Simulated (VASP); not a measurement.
# Hf (P6_3/mmc) in VASP: further runs, part 2 of 2

VASP 6.6.1. Earlier steps stand in the parts before.

## 7. Single point, r2SCAN

POSCAR reads:

```
Hf
1.0
    3.1987335366      0.0000000000      0.0000000000
   -1.5993667683      2.7701845026      0.0000000000
    0.0000000000      0.0000000000      5.0505021769
Hf
2
Direct
    0.3333333333      0.6666666667      0.2500000000
    0.6666666667      0.3333333333      0.7500000000
```

INCAR.step1 reads:

```
PREC = Accurate
ENCUT = 520
ISMEAR = -1
SIGMA = 0.1
LREAL = F
LASPH = T
NELM = 80
NBANDS = 17
GGA = PE
ALGO = Normal
EDIFF = 1E-4
LWAVE = T
LCHARG = F
```

INCAR.step2 reads:

```
PREC = Accurate
ENCUT = 520
EDIFF = 1E-7
ISMEAR = -1
SIGMA = 0.1
LREAL = F
LASPH = T
NELM = 80
ALGO = Normal
ISIF = 2
LWAVE = F
LCHARG = T
METAGGA = R2SCAN
LMIXTAU = T
LELF = T
LVHAR = T
NBANDS = 17
ISTART = 1
```

KPOINTS reads:

```
regular mesh
0
Gamma
  19 19 10
```

Potentials or basis: VASP PAW PBE potentials, release 64 (Hf_pv).

Launch:

```bash
> cat potpaw_PBE.64/Hf_pv/POTCAR > POTCAR
> cp INCAR.step1 INCAR
> mpirun -np 1 vasp_std > vasp.out
> cp INCAR.step2 INCAR
> mpirun -np 1 vasp_std > vasp.out
```

OUTCAR:

```text
PREC = Accurate
   ENCUT = 520
   EDIFF = 1E-7
   ISMEAR = -1
   LREAL = F
   LASPH = T
   NELM = 80
   ISIF = 2
   METAGGA = R2SCAN
   ISTART = 1

 ion  position               nearest neighbor table
   1  0.333  0.667  0.250-   2 3.13   2 3.13   2 3.13   2 3.13   2 3.13   2 3.13
   2  0.667  0.333  0.750-   1 3.13   1 3.13   1 3.13   1 3.13   1 3.13   1 3.13

  LATTYP: Found a hexagonal cell.
 ALAT       =     3.1987335366
 C/A-ratio  =     1.5789068139

  Lattice vectors:

 A1 = (   3.1987335366,   0.0000000000,   0.0000000000)
 A2 = (  -1.5993667683,   2.7701845026,   0.0000000000)
 A3 = (   0.0000000000,   0.0000000000,   5.0505021769)

Analysis of symmetry for initial positions (statically):
=====================================================================
 Subroutine PRICEL returns:
 Original cell was already a primitive cell.

 Routine SETGRP: Setting up the symmetry group for a
 hexagonal supercell.

 Subroutine GETGRP returns: Found 24 space group operations
 (whereof 12 operations were pure point group operations)
 out of a pool of 24 trial point group operations.

The static configuration has the point symmetry D_3d.
 The point group associated with its full space group is D_6h.

Analysis of symmetry for dynamics (positions and initial velocities):
=====================================================================
 Subroutine PRICEL returns:
 Original cell was already a primitive cell.

 Routine SETGRP: Setting up the symmetry group for a
 hexagonal supercell.

 Subroutine GETGRP returns: Found 24 space group operations
 (whereof 12 operations were pure point group operations)
 out of a pool of 24 trial point group operations.

The dynamic configuration has the point symmetry D_3d.
 The point group associated with its full space group is D_6h.

 Subroutine INISYM returns: Found 24 space group operations
 (whereof 12 operations are pure point group operations),
 and found     1 'primitive' translations

----------------------------------------------------------------------------------------

                                     Primitive cell

  volume of cell :      44.7529

  direct lattice vectors                    reciprocal lattice vectors
     3.198733537  0.000000000  0.000000000     0.312623727  0.180493393  0.000000000
    -1.599366768  2.770184503  0.000000000     0.000000000  0.360986786  0.000000000
     0.000000000  0.000000000  5.050502177     0.000000000  0.000000000  0.198000113

  length of vectors
     3.198733537  3.198733537  5.050502177     0.360986786  0.360986786  0.198000113

  position of ions in fractional coordinates (direct lattice)
     0.333333333  0.666666667  0.250000000
     0.666666667  0.333333333  0.750000000

  ion indices of the primitive-cell ions
   primitive index   ion index
                 1           1
                 2           2

----------------------------------------------------------------------------------------

 KPOINTS: regular mesh

Automatic generation of k-mesh.
 Grid dimensions read from file:
 generate k-points for:   19   19   10

 Generating k-lattice:

  Cartesian coordinates                     Fractional coordinates (reciprocal lattice)
     0.016453880  0.009499652  0.000000000     0.052631579  0.000000000  0.000000000
     0.000000000  0.018999305  0.000000000     0.000000000  0.052631579  0.000000000
     0.000000000  0.000000000  0.019800011     0.000000000  0.000000000  0.100000000

  Length of vectors
     0.018999305  0.018999305  0.019800011

  Shift w.r.t. Gamma in fractional coordinates (k-lattice)
     0.000000000  0.000000000  0.000000000

 Subroutine IBZKPT returns following result:
 ===========================================

 Found    240 irreducible k-points:

 Following reciprocal coordinates:
            Coordinates               Weight
  0.000000  0.000000  0.000000      1.000000
  0.052632  0.000000  0.000000      6.000000
  0.105263  0.000000  0.000000      6.000000
  0.157895 -0.000000  0.000000      6.000000
  0.210526 -0.000000  0.000000      6.000000
  0.263158 -0.000000  0.000000      6.000000
[... 16 lines left out ...]
  0.263158  0.105263  0.000000     12.000000
  0.315789  0.105263  0.000000     12.000000
 [... further k-points ...]
   k-points           NKPTS =    240   k-points in BZ     NKDIM =    240   number of bands    NBANDS=     17
   number of dos      NEDOS =    301   number of ions     NIONS =      2
   total plane-waves  NPLWV =  23040
   dimension x,y,z NGX =    24 NGY =   24 NGZ =   40
   dimension x,y,z NGXF=    48 NGYF=   48 NGZF=   80
   ions per type =               2
   NGX,Y,Z   is equivalent  to a cutoff of  12.47, 12.47, 13.17 a.u.
   NGXF,Y,Z  is equivalent  to a cutoff of  24.95, 24.95, 26.33 a.u.
 SYSTEM =  unknown system
   PREC   = accura    normal or accurate (medium, high low for compatibility)
   ISTART =      1    job   : 0-new  1-cont  2-samecut
   ICHARG =      0    charge: 1-file 2-atom 10-const
   ISPIN  =      1    spin polarized calculation?
   LNONCOLLINEAR =      F non collinear calculations
   LSORBIT =      F    spin-orbit coupling
   LASPH  =      T    aspherical Exc in radial PAW
   ENCUT  =  520.0 eV  38.22 Ry    6.18 a.u.   5.95  5.95  9.39*2*pi/ulx,y,z
   NELM   =     80;   NELMIN=  2; NELMDL=  0     # of ELM steps
   EDIFF  = 0.1E-06   stopping-criterion for ELM
   LREAL  =      F    real-space projection
   EDIFFG = 0.1E-05   stopping-criterion for IOM
   NSW    =      0    number of steps for IOM
   IBRION =     -1    ionic relax: 0-MD 1-quasi-New 2-CG
   NFREE  =      0    steps in history (QN), initial steepest desc. (CG)
   ISIF   =      2    stress and relaxation
   ISYM   =      2    0-nonsym 1-usesym 2-fastsym
   POTIM  = 0.5000    time-step for ionic-motion
   TEBEG  =    0.0;   TEEND  =   0.0 temperature during run
   PSTRESS=    0.0 pullay stress
   NELECT =      20.0000    total number of electrons
   NUPDOWN=      -1.0000    fix difference up-down
   EMIN   =  10.00;   EMAX   =-10.00  energy-range for DOS
   EFERMI =   0.00;   METHOD = LEGACY
   ISMEAR =    -1;   SIGMA  =   0.10  broadening in eV -4-tet -1-fermi 0-gaus
   EFERMI_NEDOS =   21; number of points for ismear=-14 and -15
   IALGO  =     38    algorithm
   IMIX   =      4    mixing-type and parameters
     AMIX     =   0.40;   BMIX     =  1.00
     AMIX_MAG =   1.60;   BMIX_MAG =  1.00
  volume/ion in A,a.u.               =      22.38       151.00
  Fermi-wavevector in a.u.,A,eV,Ry     =   1.251635  2.365247 21.314756  1.566590
  Thomas-Fermi vector in A             =   2.385573
   LORBIT       =      0    0 simple, 1 ext, 2 COOP (PROOUT), +10 PAW based schemes
   METAGGA = R2SCAN    functional components
   LHFCALC =     F    Hartree Fock is set to
   AEXX    =    0.0000 exact exchange contribution
   IVDW    =     0    specifies the selected vdW correction
   LEPSILON=     F    determine dielectric tensor
   LRPA    =     F    only Hartree local field effects (RPA)
 non-spin polarized calculation
  energy-cutoff  :      520.00
  volume of cell :       44.75
 maximum number of plane-waves:      1224
 NGX is ok and might be reduce to    24
   NGX = 11   NGY = 11   NGZ = 19

 number of electron      20.0000004 magnetization

 Free energy of the ion-electron system (eV)
  ---------------------------------------------------
  ext. energy  EPLUGINS =         0.00000000
  ---------------------------------------------------
  free energy    TOTEN  =       -90.32488279 eV

  energy without entropy =      -90.27752861  energy(sigma->0) =      -90.30120570

 E-fermi :   4.8175     XC(G=0): -12.1529

 val. band max:        4.8152373184   @ k =   0.3684   0.2632   0.3000
 cond. band min:       4.8185726351   @ k =   0.3158   0.3158   0.3000
 fundamental gap:      0.0033353168
 Fermi energy:         4.8175297309

 k-point     1 :       0.0000    0.0000    0.0000
  band No.  band energies     occupation
      1     -27.4181      2.00000
      2     -26.6519      2.00000
      3     -26.6519      2.00000
      4     -26.5218      2.00000
      5     -26.5218      2.00000
      6     -26.5212      2.00000
[... 9 lines left out ...]
     16       7.7424      0.00000
     17      10.4863      0.00000
[... 441 lines left out ...]
 k-point    24 :       0.3158    0.1053    0.0000
  band No.  band energies     occupation
      1     -27.1321      2.00000
      2     -27.1130      2.00000
      3     -27.0076      2.00000
      4     -26.8235      2.00000
      5     -26.6924      2.00000
      6     -26.6337      2.00000
[... 9 lines left out ...]
     16      10.8086      0.00000
     17      11.3798      0.00000

 [... further k-points ...]

------------------------ aborting loop because EDIFF is reached ----------------------------------------

  FORCE on cell =-STRESS in cart. coord.  units (eV):
  Direction    XX          YY          ZZ          XY          YZ          ZX
  --------------------------------------------------------------------------------------
  -------------------------------------------------------------------------------------
  Total       -0.1627591     -0.1627591     -0.2135890      0.0000000      0.0000000     -0.0000000
  in kB       -5.8268608     -5.8268608     -7.6465948      0.0000000      0.0000000     -0.0000000
  external PRESSURE =      -6.4334388 kB  Pullay stress =       0.0000000 kB

 VOLUME and BASIS-vectors are now :
 -----------------------------------------------------------------------------
  energy-cutoff  :      520.00
  volume of cell :       44.75
      direct lattice vectors                 reciprocal lattice vectors
     3.198733537  0.000000000  0.000000000     0.312623727  0.180493393  0.000000000
    -1.599366768  2.770184503  0.000000000     0.000000000  0.360986786  0.000000000
     0.000000000  0.000000000  5.050502177     0.000000000  0.000000000  0.198000113

 POSITION                                       TOTAL-FORCE (eV/Angst)
 -----------------------------------------------------------------------------------
     -0.00000      1.84679      1.26263         0.000000     -0.000000      0.000000
      1.59937      0.92339      3.78788        -0.000000      0.000000      0.000000
 -----------------------------------------------------------------------------------
    total drift:                                0.000000     -0.000000      0.000000

  FREE ENERGIE OF THE ION-ELECTRON SYSTEM (eV)
  ---------------------------------------------------
  free  energy   TOTEN  =       -90.3248827886 eV

  energy  without entropy=      -90.2775286061  energy(sigma->0) =      -90.30120570
```

OUTCAR.step1:

```text
PREC = Accurate
   ENCUT = 520
   ISMEAR = -1
   LREAL = F
   LASPH = T
   NELM = 80
[... 702 lines left out ...]
 -----------------------------------------------------------------------------------
     -0.00000      1.84679      1.26263         0.000000      0.000000      0.000000
      1.59937      0.92339      3.78788        -0.000000     -0.000000      0.000000
 -----------------------------------------------------------------------------------
    total drift:                                0.000000     -0.000000      0.000000

  FREE ENERGIE OF THE ION-ELECTRON SYSTEM (eV)
  ---------------------------------------------------
  free  energy   TOTEN  =       -19.8761820568 eV

  energy  without entropy=      -19.8205654805  energy(sigma->0) =      -19.84837377
```

OSZICAR.step1:

```text
N       E                     dE             d eps       ncg     rms          rms(c)
DAV:   1     0.502710555717E+02    0.50271E+02   -0.11361E+04  8208   0.112E+03
DAV:   2    -0.187048872915E+02   -0.68976E+02   -0.67286E+02 10570   0.249E+02
DAV:   3    -0.205740458710E+02   -0.18692E+01   -0.18519E+01 10539   0.272E+01
DAV:   4    -0.205893108283E+02   -0.15265E-01   -0.15250E-01 10302   0.296E+00
DAV:   5    -0.205894711098E+02   -0.16028E-03   -0.16025E-03 10642   0.264E-01    0.651E+01
DAV:   6    -0.200672931008E+02    0.52218E+00   -0.49018E-01  9750   0.452E+00    0.385E+01
DAV:   7    -0.198864925915E+02    0.18080E+00   -0.82496E-01  9960   0.562E+00    0.186E+00
DAV:   8    -0.198760910010E+02    0.10402E-01   -0.52765E-02  9558   0.149E+00    0.295E-01
DAV:   9    -0.198761966024E+02   -0.10560E-03   -0.11384E-03 11145   0.240E-01    0.187E-01
DAV:  10    -0.198761820568E+02    0.14546E-04   -0.57445E-05  5960   0.526E-02
   1 F= -.19876182E+02 E0= -.19848374E+02  d E =-.556166E-01
```

Run time: 6.8 min. Hardware: 1 thread of Intel Xeon Platinum 8259CL at 2.50GHz (Skylake/Cascade Lake), shared host; peak memory 0.28 GiB.

Results:

```yaml
Free_energy: -90.3249 eV
Pressure: -0.6 GPa
Band_gap_on_the_k_mesh: zero (bands 10 and 11 overlap by 1.78 eV)
```

Caveat: the PAW data sets were made with another functional, which shifts forces and pressure a little; spin-orbit coupling is left out, which moves the levels of the heavy elements.

## 8. The runs side by side

| cell | k mesh | gap on the mesh (eV) | pressure (GPa) |
| --- | --- | --- | --- |
| a = 3.199, b = 3.199, c = 5.051 Å, angles 90.0, 90.0, 120.0°, 2 atoms | 16 × 16 × 9 | none | -0.6 |
| a = 3.199, b = 3.199, c = 5.051 Å, angles 90.0, 90.0, 120.0°, 2 atoms | 19 × 19 × 10 | none | -0.6 |
| a = 3.065, b = 3.065, c = 4.840 Å, angles 90.0, 90.0, 120.0°, 2 atoms | 19 × 19 × 10 | none | 16.8 |
| a = 3.111, b = 3.111, c = 4.912 Å, angles 90.0, 90.0, 120.0°, 2 atoms | 19 × 19 × 10 | none | 9.9 |
| a = 3.156, b = 3.156, c = 4.982 Å, angles 90.0, 90.0, 120.0°, 2 atoms | 19 × 19 × 10 | none | 4.2 |

Alike in all rows: task single point; level r2SCAN; potentials or basis VASP PAW PBE potentials, release 64 (Hf_pv); no spin polarisation; cutoff (eV) 520; smearing fermi-dirac 0.1 eV.

Caveats: the PAW data sets were made with another functional, which shifts forces and pressure a little; spin-orbit coupling is left out, which moves the levels of the heavy elements; the cell stands under pressure (at least some runs).

Absolute energies hang on the potentials; compare differences alone.
